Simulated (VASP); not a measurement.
**ZrPdSe4: single point with PBE**

Crystal: ZrPdSe4.

```xyz
6
Lattice="-3.8464 3.8464 2.5759 3.8464 -3.8464 2.5759 3.8464 3.8464 -2.5759" Properties=species:S:1:pos:R:3 pbc="T T T"
Zr    0.0000    0.0000    0.0000
Pd    0.0000    0.0000    2.5759
Se    2.4120    0.0000    2.5759
Se    1.4344    3.8464    0.0000
Se    0.0000    2.4120    2.5759
Se    3.8464    1.4344    0.0000
```

The cell was generated, and may not be a known phase.

```
Program                : VASP 6.6.1
Task                   : single point
Functional             : PBE
Potentials or basis    : VASP PAW PBE potentials, release 64 (Zr_sv, Pd, Se)
Cutoff                 : 520 eV
k mesh                 : 10 × 10 × 10
Occupations            : gaussian, width 0.1 eV
Spin                   : no spin polarisation
Dipole correction      : no
Further INCAR settings : ALGO = Normal; EDIFF = 1e-06; NBANDS = 32
```

```yaml
Pressure: 0.1 GPa
Largest_force: 0.015 eV/Å
Band_gap_on_the_k_mesh: zero (bands 23 and 24 overlap by 0.59 eV)
```

Forces in eV/Å, atoms in the order of the input:
```
Zr   0.000  0.000  0.000
Pd   0.000  0.000  0.000
Se   0.015  0.000  0.000
Se  -0.015  0.000  0.000
Se   0.000  0.015  0.000
Se   0.000 -0.015  0.000
```

Levels at points of the mesh, in eV from the Fermi level:
```tsv
k point	band 21	band 22	band 23	band 24	band 25	band 26
(0.00, 0.00, 0.00)	-1.00	-0.47	-0.25	-0.25	0.17	0.81
(0.50, 0.00, 0.00)	-0.86	-0.85	-0.72	0.39	0.41	0.51
(0.50, 0.50, 0.00)	-1.32	-1.18	-0.04	0.25	0.40	0.61
(0.50, 0.50, 0.50)	-0.68	-0.68	-0.34	-0.02	0.29	0.34
```

It took 8.9 min on 1 thread of Intel(R) Xeon(R) Platinum 8488C (Sapphire Rapids) (shared host), peak memory 0.66 GiB.
